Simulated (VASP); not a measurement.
# Cs (I4/mmm) in VASP: notebook

Cs is run at these levels: PBE; tasks: single point.

Program: VASP 6.6.1. These are calculated values, not measurements. Logs are shortened: lines on timing, memory, paths and dates and some standing lists are left out, and cuts for length are marked.

## (1) The cell of the first run

Symmetry: I4/mmm, No. 139, tetragonal system. Conventional cell: a = 6.529 Å, b = 6.529 Å, c = 6.045 Å, α = 90.00°, β = 90.00°, γ = 90.00°.

## (2) Single point, PBE (strain +0.080 along x and y, +0.000 along z)

File INCAR:

```
SYSTEM = Cs
PREC = Accurate
ENCUT = 520
EDIFF = 1E-6
ISMEAR = 0
SIGMA = 0.15
LREAL = .FALSE.
LASPH = .TRUE.
NELM = 80
ALGO = Fast
ISIF = 2
LWAVE = .FALSE.
LCHARG = .FALSE.
GGA = PE
NBANDS = 10
```

File KPOINTS:

```
regular mesh
0
G
  12 12 12
  0 0 0
```

File POSCAR:

```
Cs
1.0
   -3.2643000000      3.2643000000      3.0225000000
    3.2643000000     -3.2643000000      3.0225000000
    3.2643000000      3.2643000000     -3.0225000000
Cs
1
Direct
    0.0000000000      0.0000000000      0.0000000000
```

Potentials or basis: VASP PAW PBE potentials, release 64 (Cs_sv).

Launch:

```console
cat potpaw_PBE.64/Cs_sv/POTCAR > POTCAR
mpirun -np 1 vasp_std > vasp.out
```

OUTCAR:

```text
SYSTEM = Cs
   PREC = Accurate
   ENCUT = 520
   EDIFF = 1E-6
   ISMEAR = 0
   LREAL = .FALSE.
   LASPH = .TRUE.
   NELM = 80
   ISIF = 2
   GGA = PE

 ion  position               nearest neighbor table
   1  0.000  0.000  0.000-

  LATTYP: Found a body centered tetragonal cell.
 ALAT       =     6.5286000000
 C/A-ratio  =     0.9259259259

  Lattice vectors:

 A1 = (  -3.2643000000,   3.2643000000,   3.0225000000)
 A2 = (   3.2643000000,  -3.2643000000,   3.0225000000)
 A3 = (   3.2643000000,   3.2643000000,  -3.0225000000)

Analysis of symmetry for initial positions (statically):
=====================================================================
 Subroutine PRICEL returns:
 Original cell was already a primitive cell.

 Routine SETGRP: Setting up the symmetry group for a
 body centered tetragonal supercell.

 Subroutine GETGRP returns: Found 16 space group operations
 (whereof 16 operations were pure point group operations)
 out of a pool of 16 trial point group operations.

The static configuration has the point symmetry D_4h.

Analysis of symmetry for dynamics (positions and initial velocities):
=====================================================================
 Subroutine PRICEL returns:
 Original cell was already a primitive cell.

 Routine SETGRP: Setting up the symmetry group for a
 body centered tetragonal supercell.

 Subroutine GETGRP returns: Found 16 space group operations
 (whereof 16 operations were pure point group operations)
 out of a pool of 16 trial point group operations.

The dynamic configuration has the point symmetry D_4h.

 Subroutine INISYM returns: Found 16 space group operations
 (whereof 16 operations are pure point group operations),
 and found     1 'primitive' translations

----------------------------------------------------------------------------------------

                                     Primitive cell

  volume of cell :     128.8269

  direct lattice vectors                    reciprocal lattice vectors
    -3.264300000  3.264300000  3.022500000     0.000000000  0.153172196  0.165425972
     3.264300000 -3.264300000  3.022500000     0.153172196  0.000000000  0.165425972
     3.264300000  3.264300000 -3.022500000     0.153172196  0.153172196  0.000000000

  length of vectors
     5.517863285  5.517863285  5.517863285     0.225449493  0.225449493  0.216618197

  position of ions in fractional coordinates (direct lattice)
     0.000000000  0.000000000  0.000000000

  ion indices of the primitive-cell ions
   primitive index   ion index
                 1           1

----------------------------------------------------------------------------------------

 KPOINTS: regular mesh

Automatic generation of k-mesh.
 Grid dimensions read from file:
 generate k-points for:   12   12   12

 Generating k-lattice:

  Cartesian coordinates                     Fractional coordinates (reciprocal lattice)
     0.000000000  0.012764350  0.013785498     0.083333333  0.000000000  0.000000000
     0.012764350  0.000000000  0.013785498     0.000000000  0.083333333  0.000000000
     0.012764350  0.012764350  0.000000000     0.000000000  0.000000000  0.083333333

  Length of vectors
     0.018787458  0.018787458  0.018051516

  Shift w.r.t. Gamma in fractional coordinates (k-lattice)
     0.000000000  0.000000000  0.000000000

 Subroutine IBZKPT returns following result:
 ===========================================

 Found    163 irreducible k-points:

 Following reciprocal coordinates:
            Coordinates               Weight
  0.000000  0.000000  0.000000      1.000000
  0.083333  0.000000  0.000000      8.000000
  0.166667  0.000000  0.000000      8.000000
  0.250000  0.000000 -0.000000      8.000000
  0.333333  0.000000  0.000000      8.000000
  0.416667 -0.000000  0.000000      8.000000
[... 16 lines left out ...]
  0.500000  0.166667  0.000000     16.000000
 -0.416667  0.166667 -0.000000     16.000000
 [... further k-points ...]
   k-points           NKPTS =    163   k-points in BZ     NKDIM =    163   number of bands    NBANDS=     10
   number of dos      NEDOS =    301   number of ions     NIONS =      1
   total plane-waves  NPLWV =  74088
   dimension x,y,z NGX =    42 NGY =   42 NGZ =   42
   dimension x,y,z NGXF=    84 NGYF=   84 NGZF=   84
   ions per type =               1
   NGX,Y,Z   is equivalent  to a cutoff of  12.65, 12.65, 12.65 a.u.
   NGXF,Y,Z  is equivalent  to a cutoff of  25.31, 25.31, 25.31 a.u.
 SYSTEM =  Cs
   PREC   = accura    normal or accurate (medium, high low for compatibility)
   ISTART =      0    job   : 0-new  1-cont  2-samecut
   ICHARG =      2    charge: 1-file 2-atom 10-const
   ISPIN  =      1    spin polarized calculation?
   LNONCOLLINEAR =      F non collinear calculations
   LSORBIT =      F    spin-orbit coupling
   LASPH  =      T    aspherical Exc in radial PAW
   ENCUT  =  520.0 eV  38.22 Ry    6.18 a.u.  10.26 10.26 10.26*2*pi/ulx,y,z
[... 63 lines left out ...]
      4     -10.4960      2.00000
      5      -1.3769      2.00000
      6       2.4213      0.00000
      7       2.7233      0.00000
      8       2.7233      0.00000
      9       3.1718      0.00000
     10       3.5916      0.00000

 k-point     2 :       0.0833    0.0000    0.0000
  band No.  band energies     occupation
      1     -23.7400      2.00000
      2     -10.5031      2.00000
      3     -10.4996      2.00000
      4     -10.4969      2.00000
      5      -1.3060      2.00000
      6       2.4067      0.00000
      7       2.6420      0.00000
      8       2.7180      0.00000
      9       3.1540      0.00000
     10       3.4854      0.00000

 k-point     3 :       0.1667    0.0000    0.0000
  band No.  band energies     occupation
      1     -23.7392      2.00000
      2     -10.5202      2.00000
      3     -10.5056      2.00000
      4     -10.4975      2.00000
      5      -1.0991      2.00000
      6       2.2716      0.00000
      7       2.3421      0.00000
      8       2.8513      0.00000
      9       3.1957      0.00000
     10       3.3775      0.00000

 k-point     4 :       0.2500    0.0000   -0.0000
  band No.  band energies     occupation
      1     -23.7383      2.00000
      2     -10.5433      2.00000
      3     -10.5137      2.00000
      4     -10.4983      2.00000
      5      -0.7743      2.00000
      6       1.9360      0.00000
      7       2.0705      0.00000
      8       3.1582      0.00000
      9       3.3319      0.00000
     10       3.3542      0.00000

 k-point     5 :       0.3333    0.0000    0.0000
  band No.  band energies     occupation
      1     -23.7373      2.00000
      2     -10.5662      2.00000
      3     -10.5218      2.00000
      4     -10.4991      2.00000
      5      -0.3660      2.00000
      6       1.5465      0.00000
      7       1.8951      0.00000
      8       3.3604      0.00000
      9       3.5096      0.00000
     10       3.5941      0.00000

 k-point     6 :       0.4167   -0.0000    0.0000
  band No.  band energies     occupation
      1     -23.7366      2.00000
      2     -10.5826      2.00000
      3     -10.5277      2.00000
      4     -10.4997      2.00000
      5       0.0581      1.76870
      6       1.2037      0.00000
      7       1.7810      0.00000
      8       3.2953      0.00000
      9       3.7277      0.00000
     10       4.1340      0.00000
[... 183 lines left out ...]
 k-point    21 :       0.3333    0.1667    0.0000
  band No.  band energies     occupation
      1     -23.7363      2.00000
      2     -10.5782      2.00000
      3     -10.5333      2.00000
      4     -10.5073      2.00000
      5       0.2683      0.43239
      6       1.1904      0.00000
      7       1.6479      0.00000
      8       3.1109      0.00000
      9       3.6800      0.00000
     10       4.0099      0.00000

 k-point    22 :       0.4167    0.1667    0.0000
  band No.  band energies     occupation
      1     -23.7361      2.00000
      2     -10.5808      2.00000
      3     -10.5371      2.00000
      4     -10.5067      2.00000
      5       0.5054      0.00252
      6       1.0151      0.00000
      7       1.5987      0.00000
      8       3.0376      0.00000
      9       3.8441      0.00000
     10       3.8933      0.00000

 k-point    23 :       0.5000    0.1667    0.0000
  band No.  band energies     occupation
      1     -23.7364      2.00000
      2     -10.5763      2.00000
      3     -10.5341      2.00000
      4     -10.5055      2.00000
      5       0.2062      0.84211
      6       1.2455      0.00000
      7       1.6402      0.00000
      8       3.1342      0.00000
      9       3.5820      0.00000
     10       3.9918      0.00000

 k-point    24 :      -0.4167    0.1667   -0.0000
  band No.  band energies     occupation
      1     -23.7370      2.00000
      2     -10.5658      2.00000
      3     -10.5253      2.00000
      4     -10.5038      2.00000
      5      -0.2273      1.99990
      6       1.5198      0.00000
      7       1.7942      0.00000
      8       3.2082      0.00000
      9       3.4456      0.00000
     10       3.7974      0.00000

 [... further k-points ...]

------------------------ aborting loop because EDIFF is reached ----------------------------------------

  FORCE on cell =-STRESS in cart. coord.  units (eV):
  Direction    XX          YY          ZZ          XY          YZ          ZX
  --------------------------------------------------------------------------------------
  -------------------------------------------------------------------------------------
  Total       -0.1424665     -0.1424665     -0.1224817      0.0000000      0.0000000     -0.0000000
  in kB       -1.7718090     -1.7718090     -1.5232642      0.0000000      0.0000000     -0.0000000
  external PRESSURE =      -1.6889607 kB  Pullay stress =       0.0000000 kB

 VOLUME and BASIS-vectors are now :
 -----------------------------------------------------------------------------
  energy-cutoff  :      520.00
  volume of cell :      128.83
      direct lattice vectors                 reciprocal lattice vectors
    -3.264300000  3.264300000  3.022500000     0.000000000  0.153172196  0.165425972
     3.264300000 -3.264300000  3.022500000     0.153172196  0.000000000  0.165425972
     3.264300000  3.264300000 -3.022500000     0.153172196  0.153172196  0.000000000

 POSITION                                       TOTAL-FORCE (eV/Angst)
 -----------------------------------------------------------------------------------
      0.00000      0.00000      0.00000         0.000000      0.000000      0.000000
 -----------------------------------------------------------------------------------
    total drift:                               -0.000000     -0.000000     -0.000000

  FREE ENERGIE OF THE ION-ELECTRON SYSTEM (eV)
  ---------------------------------------------------
  free  energy   TOTEN  =        -0.8504936899 eV

  energy  without entropy=       -0.8351881749  energy(sigma->0) =       -0.84284093
```

Run time: 2.9 min. Hardware: 1 thread of Intel Xeon Platinum 8259CL at 2.50GHz (Skylake/Cascade Lake), shared host; peak memory 0.38 GiB.

What came out:

- Free energy: -0.8505 eV
- Pressure: -0.2 GPa

Caveat: the cell differs from its parent crystal (strain +0.080 along x and y, +0.000 along z); spin-orbit coupling is left out, which moves the levels of the heavy elements.

## (3) Single point, PBE (strain +0.040 along x and y, +0.080 along z)

File INCAR:

```
SYSTEM = Cs
  PREC = Accurate
  ENCUT = 520
  EDIFF = 1E-6
  ISMEAR = 0
  SIGMA = 0.15
  LREAL = .FALSE.
  LASPH = .TRUE.
  NELM = 100
  ALGO = Fast
  ISIF = 2
  LWAVE = .FALSE.
  LCHARG = .FALSE.
  GGA = PE
  NBANDS = 10
```

File KPOINTS:

```
Automatic mesh
0
G
  12 12 12
  0 0 0
```

File POSCAR:

```
Cs
1.0
   -3.1434000000      3.1434000000      3.2643000000
    3.1434000000     -3.1434000000      3.2643000000
    3.1434000000      3.1434000000     -3.2643000000
Cs
1
Direct
    0.0000000000      0.0000000000      0.0000000000
```

Potentials or basis: VASP PAW PBE potentials, release 64 (Cs_sv).

Launch:

```console
cat potpaw_PBE.64/Cs_sv/POTCAR > POTCAR
mpirun -np 1 vasp_std > vasp.out
```

Wall time 3.6 min (1 thread of Intel Xeon Platinum 8259CL at 2.50GHz (Skylake/Cascade Lake), shared host); peak memory 0.38 GiB.

The run converged. Its results:

| Item | Value |
| --- | --- |
| Free energy | -0.8507 eV |
| Pressure | -0.2 GPa |

Levels at points of the mesh, in eV from the Fermi level:
| k point | band 3 | band 4 | band 5 | band 6 | band 7 | band 8 |
| --- | --- | --- | --- | --- | --- | --- |
| (0.00, 0.00, 0.00) | -10.68 | -10.68 | -1.56 | 2.38 | 2.38 | 2.52 |
| (0.50, 0.00, 0.00) | -10.71 | -10.68 | 0.06 | 0.75 | 1.70 | 2.95 |
| (0.50, 0.50, 0.00) | -10.72 | -10.68 | 0.11 | 0.82 | 1.56 | 3.09 |
| (0.50, 0.50, 0.50) | -10.75 | -10.75 | 0.70 | 0.77 | 2.55 | 2.83 |

Caveat: the cell differs from its parent crystal (strain +0.040 along x and y, +0.080 along z); spin-orbit coupling is left out, which moves the levels of the heavy elements.

## (4) Single point, PBE (strain +0.080 along x and y, +0.040 along z)

File INCAR:

```
SYSTEM = Cs
PREC     = Accurate       ! precision mode
ENCUT    = 520            ! plane-wave cutoff, eV
EDIFF    = 1E-6           ! SCF threshold, eV
ISMEAR   = 0              ! smearing method
SIGMA    = 0.15           ! smearing width, eV
LREAL    = .FALSE.        ! projectors in reciprocal space
LASPH    = .TRUE.         ! aspherical terms in the spheres
NELM     = 80             ! most SCF steps
ALGO     = Fast           ! electronic algorithm
ISIF     = 2              ! what is computed and relaxed
LWAVE    = .FALSE.        ! write WAVECAR
LCHARG   = .FALSE.        ! write CHGCAR
GGA      = PE             ! functional
NBANDS   = 10             ! bands
```

KPOINTS is that of step 3.

File POSCAR:

```
Cs
1.0
   -3.2643000000      3.2643000000      3.1434000000
    3.2643000000     -3.2643000000      3.1434000000
    3.2643000000      3.2643000000     -3.1434000000
Cs
1
Direct
    0.0000000000      0.0000000000      0.0000000000
```

Launch:

```console
cat potpaw_PBE.64/Cs_sv/POTCAR > POTCAR
mpirun -np 1 vasp_std > vasp.out
```

Wall time 3.8 min (1 thread of Intel Xeon Platinum 8259CL at 2.50GHz (Skylake/Cascade Lake), shared host); peak memory 0.39 GiB.

Results (log left out):

| Item | Value |
| --- | --- |
| Free energy | -0.8449 eV |
| Pressure | -0.2 GPa |

Levels at points of the mesh, in eV from the Fermi level:
```tsv
k point	band 2	band 3	band 4	band 5	band 6	band 7	band 8	band 9
(0.00, 0.00, 0.00)	-10.71	-10.71	-10.71	-1.52	2.31	2.45	2.45	3.05
(0.50, 0.00, 0.00)	-10.79	-10.74	-10.71	0.11	0.76	1.60	2.97	3.59
(0.50, 0.50, 0.00)	-10.79	-10.74	-10.71	0.05	0.70	1.75	2.86	3.47
(0.50, 0.50, 0.50)	-10.77	-10.77	-10.77	0.73	0.79	2.56	2.56	2.85
```

Caveat: the cell differs from its parent crystal (strain +0.080 along x and y, +0.040 along z); spin-orbit coupling is left out, which moves the levels of the heavy elements.

## (5) Single point, PBE (strain -0.040 along x and y, +0.040 along z)

Changes to INCAR since step 4:

```diff
@@ -8,3 +8,3 @@
 LASPH    = .TRUE.         ! aspherical terms in the spheres
-NELM     = 80             ! most SCF steps
+NELM     = 60             ! most SCF steps
 ALGO     = Fast           ! electronic algorithm
```

File KPOINTS:

```
regular mesh
0
G
  12 12 12
  0 0 0
```

File POSCAR:

```
Cs
1.0
   -2.9016000000      2.9016000000      3.1434000000
    2.9016000000     -2.9016000000      3.1434000000
    2.9016000000      2.9016000000     -3.1434000000
Cs
1
Direct
    0.0000000000      0.0000000000      0.0000000000
```

Launch:

```console
cat potpaw_PBE.64/Cs_sv/POTCAR > POTCAR
mpirun -np 1 vasp_std > vasp.out
```

Wall time 64 s (1 thread of AMD EPYC 9R45 (Zen 5), shared host); peak memory 0.31 GiB.

Results (log left out):

- Free energy: -0.8495 eV
- Pressure: 0.2 GPa

Levels at points of the mesh, in eV from the Fermi level:
```tsv
k point	band 3	band 4	band 5	band 6	band 7	band 8
(0.00, 0.00, 0.00)	-10.54	-10.54	-1.76	2.45	2.45	2.78
(0.50, 0.00, 0.00)	-10.60	-10.54	-0.03	0.92	1.76	3.12
(0.50, 0.50, 0.00)	-10.61	-10.55	0.05	1.09	1.41	3.60
(0.50, 0.50, 0.50)	-10.66	-10.66	0.49	0.65	2.80	3.46
```

Caveat: the cell differs from its parent crystal (strain -0.040 along x and y, +0.040 along z); spin-orbit coupling is left out, which moves the levels of the heavy elements.

## (6) Single point, PBE (strain -0.040 along x and y, +0.080 along z)

File INCAR:

```
SYSTEM = Cs
  ALGO = Fast
  EDIFF = 1E-6
  ENCUT = 520
  GGA = PE
  ISIF = 2
  ISMEAR = 0
  LASPH = .TRUE.
  LCHARG = .FALSE.
  LREAL = .FALSE.
  LWAVE = .FALSE.
  NBANDS = 10
  NELM = 80
  PREC = Accurate
  SIGMA = 0.15
```

File KPOINTS:

```
k-points
0
G
  12 12 12
  0 0 0
```

File POSCAR:

```
Cs
1.0
   -2.9016000000      2.9016000000      3.2643000000
    2.9016000000     -2.9016000000      3.2643000000
    2.9016000000      2.9016000000     -3.2643000000
Cs
1
Direct
    0.0000000000      0.0000000000      0.0000000000
```

Potentials or basis: VASP PAW PBE potentials, release 64 (Cs_sv).

Launch:

```console
cat potpaw_PBE.64/Cs_sv/POTCAR > POTCAR
mpirun -np 1 vasp_std > vasp.out
```

It took 64 s on 1 thread of AMD EPYC 9R45 (Zen 5), shared host; peak memory 0.31 GiB.

It converged, with:

```yaml
Free_energy: -0.8541 eV
Pressure: 0.1 GPa
```

Levels at points of the mesh, in eV from the Fermi level:
```tsv
k point	band 3	band 4	band 5	band 6	band 7	band 8
(0.00, 0.00, 0.00)	-10.57	-10.57	-1.73	2.40	2.40	2.87
(0.50, 0.00, 0.00)	-10.61	-10.57	-0.02	0.85	1.83	2.96
(0.50, 0.50, 0.00)	-10.63	-10.58	0.09	1.10	1.33	3.65
(0.50, 0.50, 0.50)	-10.67	-10.67	0.49	0.73	2.51	3.46
```

Caveat: the cell differs from its parent crystal (strain -0.040 along x and y, +0.080 along z); spin-orbit coupling is left out, which moves the levels of the heavy elements.

## (7) The runs side by side

```tsv
cell	gap on the mesh (eV)	pressure (GPa)
a = 5.518 Å, angles 107.5, 107.5, 113.6°, 1 atom	none	-0.2
a = 5.515 Å, angles 110.5, 110.5, 107.4°, 1 atom	none	-0.2
a = 5.585 Å, angles 108.5, 108.5, 111.5°, 1 atom	none	-0.2
a = 5.169 Å, angles 111.7, 111.7, 105.1°, 1 atom	none	0.2
a = 5.243 Å, angles 112.8, 112.8, 103.0°, 1 atom	none	0.1
```

Alike in all rows: task single point; level PBE; potentials or basis VASP PAW PBE potentials, release 64 (Cs_sv); no spin polarisation; k mesh 12 × 12 × 12; cutoff (eV) 520; smearing gaussian 0.15 eV.

Caveats: spin-orbit coupling is left out, which moves the levels of the heavy elements.

Absolute energies hang on the potentials; compare differences alone.
